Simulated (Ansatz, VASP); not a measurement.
**SrO: VASP beside Ansatz**

```
Sr O
1.0
     0.00000    2.59754    2.59754
     2.59754    0.00000    2.59754
     2.59754    2.59754    0.00000
Sr O
1 1
Direct
  0.00000 0.00000 0.00000
  0.50000 0.50000 0.50000
```

Alike in both runs: functional PBE; k mesh 8 × 8 × 8; occupations gaussian, width 0.02 eV; no spin polarisation.

Ansatz relaxed the structure, and its values are those at the end. VASP's run is a single point on that final structure, the one shown.

```csv
,VASP,Ansatz
version,VASP 6.6.1,Ansatz 0.2.0
potentials or method,"VASP PAW PBE potentials, release 64 (Sr_sv, O), cutoff 600 eV","scalar-relativistic, plane waves, PAW"
valence electrons in the cell,16,16
```

```csv
,VASP,Ansatz,Ansatz less VASP
gap on the k mesh at the Fermi level (eV),3.28,3.33,+0.045
least direct gap on the mesh (eV),3.39,3.42,+0.036
pressure (GPa),0.4,0.0,-0.41
```

With one functional, cell and mesh, what is left measures potentials, basis and numerics.
